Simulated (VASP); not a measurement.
Ge, 4 atoms in the cell. It takes space group P6_3/mmc (No. 194, hexagonal). Conventional cell: a = 3.797 Å, b = 3.797 Å, c = 6.249 Å, α = 90.00°, β = 90.00°, γ = 120.00°. Ge (site symmetry -3m) has 8 Ge at 2.69 to 3.12 Å within 3.5 Å. Within 3.5 Å of Ge (site symmetry -6m2) lie 6 Ge at 2.69 Å. 

```yaml
Program: VASP 6.6.1
Task: single point
Functional: PBEsol
Potentials_or_basis: VASP PAW PBE potentials, release 64 (Ge_d)
Cutoff: 520 eV
k_mesh: 12 × 12 × 6
Occupations: gaussian, width 0.15 eV
Spin: no spin polarisation
Dipole_correction: no
Further_INCAR_settings: ALGO = Normal; EDIFF = 1e-07; NBANDS = 36
```

Potentials or basis: VASP PAW PBE potentials, release 64 (Ge_d).

Launch:

```console
$ cat potpaw_PBE.64/Ge_d/POTCAR > POTCAR
$ mpirun -np 1 vasp_std > vasp.out
```

Hardware: 1 thread of Intel(R) Xeon(R) Platinum 8175M CPU @ 2.50GHz (Skylake/Cascade Lake) (shared host).

Task: Estimate the wall time of this run.

Result: Wall time 3.5 min on 1 thread of Intel(R) Xeon(R) Platinum 8175M CPU @ 2.50GHz (Skylake/Cascade Lake) (shared host), peak memory 0.28 GiB. Counts: scf iterations 15, k points 76.
